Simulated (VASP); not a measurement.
# Mg (P6_3/mmc) in VASP: settings compared, part 2 of 2

VASP 6.6.1. Earlier steps stand in the parts before.

**3. Single point, r2SCAN**

This run uses another cell than the first one, of 22.60 Å³/atom, 0.985 times its volume.

POSCAR

```
Mg
1.0
    3.1792161378      0.0000000000      0.0000000000
   -1.5896080689      2.7532819395      0.0000000000
    0.0000000000      0.0000000000      5.1636996082
Mg
2
Direct
    0.3333333333      0.6666666667      0.2500000000
    0.6666666667      0.3333333333      0.7500000000
```

INCAR.step1

```
PREC = Accurate
ENCUT = 520
ISMEAR = -1
SIGMA = 0.05
LREAL = F
LASPH = T
NELM = 80
NBANDS = 9
GGA = PE
ALGO = Normal
EDIFF = 1E-4
LWAVE = T
LCHARG = F
```

INCAR.step2

```
PREC = Accurate
ENCUT = 520
EDIFF = 1E-7
ISMEAR = -1
SIGMA = 0.05
LREAL = F
LASPH = T
NELM = 80
ALGO = Normal
ISIF = 2
LWAVE = F
LCHARG = F
METAGGA = R2SCAN
LMIXTAU = T
NBANDS = 9
ISTART = 1
```

KPOINTS

```
Automatic mesh
0
Gamma
  14 14 8
```

Potentials or basis: VASP PAW PBE potentials, release 64 (Mg).

Started as:

```sh
cat potpaw_PBE.64/Mg/POTCAR > POTCAR
cp INCAR.step1 INCAR
mpirun -np 1 vasp_std > vasp.out
cp INCAR.step2 INCAR
mpirun -np 1 vasp_std > vasp.out
```

OUTCAR:

```text
PREC = Accurate
   ENCUT = 520
   EDIFF = 1E-7
   ISMEAR = -1
   LREAL = F
   LASPH = T
   NELM = 80
   ISIF = 2
   METAGGA = R2SCAN
   ISTART = 1

 ion  position               nearest neighbor table
   1  0.333  0.667  0.250-   2 3.17   2 3.17   2 3.17   2 3.17   2 3.17   2 3.17
   2  0.667  0.333  0.750-   1 3.17   1 3.17   1 3.17   1 3.17   1 3.17   1 3.17

  LATTYP: Found a hexagonal cell.
 ALAT       =     3.1792161378
 C/A-ratio  =     1.6242052709

  Lattice vectors:

 A1 = (   3.1792161378,   0.0000000000,   0.0000000000)
[... 468 lines left out ...]
      5       7.0486      0.00000
      6       7.2674      0.00000
      7       8.4122      0.00000
      8       9.1027      0.00000
      9      10.1182      0.00000

 [... further k-points ...]
[... 5 lines left out ...]
  --------------------------------------------------------------------------------------
  -------------------------------------------------------------------------------------
  Total       -0.0896486     -0.0896486     -0.0907874      0.0000000     -0.0000000      0.0000000
  in kB       -3.1777708     -3.1777708     -3.2181362      0.0000000     -0.0000000      0.0000000
  external PRESSURE =      -3.1912259 kB  Pullay stress =       0.0000000 kB

 VOLUME and BASIS-vectors are now :
 -----------------------------------------------------------------------------
  energy-cutoff  :      520.00
  volume of cell :       45.20
      direct lattice vectors                 reciprocal lattice vectors
     3.179216138  0.000000000  0.000000000     0.314542943  0.181601453  0.000000000
    -1.589608069  2.753281939  0.000000000     0.000000000  0.363202905  0.000000000
     0.000000000  0.000000000  5.163699608     0.000000000  0.000000000  0.193659600

 POSITION                                       TOTAL-FORCE (eV/Angst)
 -----------------------------------------------------------------------------------
     -0.00000      1.83552      1.29092        -0.000000      0.000000      0.000000
      1.58961      0.91776      3.87277         0.000000     -0.000000      0.000000
 -----------------------------------------------------------------------------------
    total drift:                                0.000000     -0.000000      0.000000

  FREE ENERGIE OF THE ION-ELECTRON SYSTEM (eV)
  ---------------------------------------------------
  free  energy   TOTEN  =        -8.3039508671 eV

  energy  without entropy=       -8.2991134861  energy(sigma->0) =       -8.30153218
```

OSZICAR.step1:

```text
N       E                     dE             d eps       ncg     rms          rms(c)
DAV:   1    -0.342757562152E+00   -0.34276E+00   -0.12719E+03  2160   0.311E+02
DAV:   2    -0.298736410240E+01   -0.26446E+01   -0.25424E+01  2896   0.270E+01
DAV:   3    -0.303337805125E+01   -0.46014E-01   -0.45898E-01  2826   0.285E+00
DAV:   4    -0.303352337436E+01   -0.14532E-03   -0.14532E-03  2740   0.159E-01
DAV:   5    -0.303352407149E+01   -0.69712E-06   -0.69679E-06  2727   0.109E-02    0.957E-01
DAV:   6    -0.302731486880E+01    0.62092E-02   -0.57854E-04  2465   0.188E-01    0.613E-01
DAV:   7    -0.301986105011E+01    0.74538E-02   -0.22340E-03  2258   0.324E-01    0.337E-02
DAV:   8    -0.301987223441E+01   -0.11184E-04   -0.15500E-05  1693   0.240E-02
   1 F= -.30198722E+01 E0= -.30170046E+01  d E =-.573520E-02
```

It took 2.6 min on 1 thread of AMD EPYC 7R13 (Zen 3), shared host; peak memory 0.16 GiB.

What came out:

| Quantity | Value |
| --- | --- |
| Free energy | -8.3040 eV |
| Pressure | -0.3 GPa |
| Band gap on the k mesh | zero (band 2 reaches 3.52 eV, above the bottom of band 3 at 1.53 eV) |

Caveat: the PAW data sets were made with another functional, which shifts forces and pressure a little.

**4. Relaxation of cell and atoms, PBE**

This run uses another cell than the first one, of 23.24 Å³/atom, 1.013 times its volume.

INCAR

```
PREC     = Accurate       # precision mode
ENCUT    = 600            # plane-wave cutoff, eV
EDIFF    = 1E-6           # SCF threshold, eV
ISMEAR   = -1             # smearing method
SIGMA    = 0.05           # smearing width, eV
LREAL    = F              # projectors in reciprocal space
LASPH    = T              # aspherical terms in the spheres
NELM     = 60             # most SCF steps
ALGO     = Normal         # electronic algorithm
ISIF     = 3              # what is computed and relaxed
LWAVE    = F              # write WAVECAR
LCHARG   = F              # write CHGCAR
GGA      = PE             # functional
IBRION   = 2              # ionic algorithm
NSW      = 80             # ionic steps
EDIFFG   = -0.01          # ionic threshold
```

KPOINTS is that of step 3.

POSCAR

```
Mg
1.0
    3.2092700000      0.0000000000      0.0000000000
   -1.6046350000      2.7793093476      0.0000000000
    0.0000000000      0.0000000000      5.2103300000
Mg
2
Direct
    0.3333333333      0.6666666667      0.2500000000
    0.6666666667      0.3333333333      0.7500000000
```

Started as:

```sh
cat potpaw_PBE.64/Mg/POTCAR > POTCAR
mpirun -np 1 vasp_std > vasp.out
```

Run time: 65 s. Hardware: 1 thread of AMD EPYC 7R13 (Zen 3), shared host; peak memory 0.18 GiB.

It converged, with:

| Item | Value |
| --- | --- |
| Free energy | -3.0208 eV |
| Relaxed volume | 22.86 Å³/atom |
| Relaxed cell | a = 3.186 Å, b = 3.186 Å, c = 5.200 Å, α = 90.00°, β = 90.00°, γ = 120.00° |
| Space group after relaxing (to 0.05 Å) | P6_3/mmc (No. 194) |
| Energy gained by relaxing | 0.7 meV/atom |
| Ionic steps | 6 |
| Pressure after relaxing | 0.0 GPa |
| Band gap on the k mesh | zero (band 2 reaches 3.44 eV, above the bottom of band 3 at 1.37 eV) |

The path:
```
step  energy change (eV)  largest force (eV/Å)  pressure (GPa)  volume (Å³)
   1              0.0000                0.0000           -0.57        46.47
   2             -0.0013                0.0000           -0.15        45.92
   3             -0.0014                0.0000            0.00        45.73
   4             -0.0014                0.0000            0.02        45.71
   5             -0.0014                0.0000            0.02        45.71
   6             -0.0014                0.0000            0.01        45.72
```

Final structure:
```
CELL_PARAMETERS angstrom
3.18637 0.00000 0.00000
-1.59318 2.75947 0.00000
0.00000 0.00000 5.20013
ATOMIC_POSITIONS crystal
Mg 0.33333 0.66667 0.25000
Mg 0.66667 0.33333 0.75000
```

Levels at points of the mesh, in eV from the Fermi level:
| k point | band 1 | band 2 | band 3 | band 4 | band 5 | band 6 |
| --- | --- | --- | --- | --- | --- | --- |
| (0.00, 0.00, 0.00) | -6.97 | -1.74 | -1.31 | 11.00 | 11.00 | 11.13 |
| (0.50, 0.00, 0.00) | -2.16 | -2.14 | 2.64 | 2.99 | 3.24 | 3.66 |
| (0.00, 0.00, 0.50) | -5.58 | -5.58 | 4.95 | 4.95 | 11.74 | 11.74 |
| (0.50, 0.00, 0.50) | -1.12 | -1.12 | -0.45 | -0.45 | 8.02 | 8.04 |

**5. Summary**

| task | level | cell | cutoff (eV) | gap on the mesh (eV) | pressure (GPa) |
| --- | --- | --- | --- | --- | --- |
| single point | PBE | a = 3.191, b = 3.191, c = 5.201 Å, angles 90.0, 90.0, 120.0°, 2 atoms | 520 | none | -0.1 |
| single point | r2SCAN | a = 3.179, b = 3.179, c = 5.164 Å, angles 90.0, 90.0, 120.0°, 2 atoms | 520 | none | -0.3 |
| relaxation of cell and atoms | PBE | relaxed from a = 3.209, b = 3.209, c = 5.210 Å, angles 90.0, 90.0, 120.0°, 2 atoms | 600 | none | 0.0 |

Alike in all rows: potentials or basis VASP PAW PBE potentials, release 64 (Mg); no spin polarisation; k mesh 14 × 14 × 8; smearing fermi-dirac 0.05 eV.

Caveats: the PAW data sets were made with another functional, which shifts forces and pressure a little (some runs).

Total energies depend on the potentials used, so only differences within one code and one set of settings carry meaning.
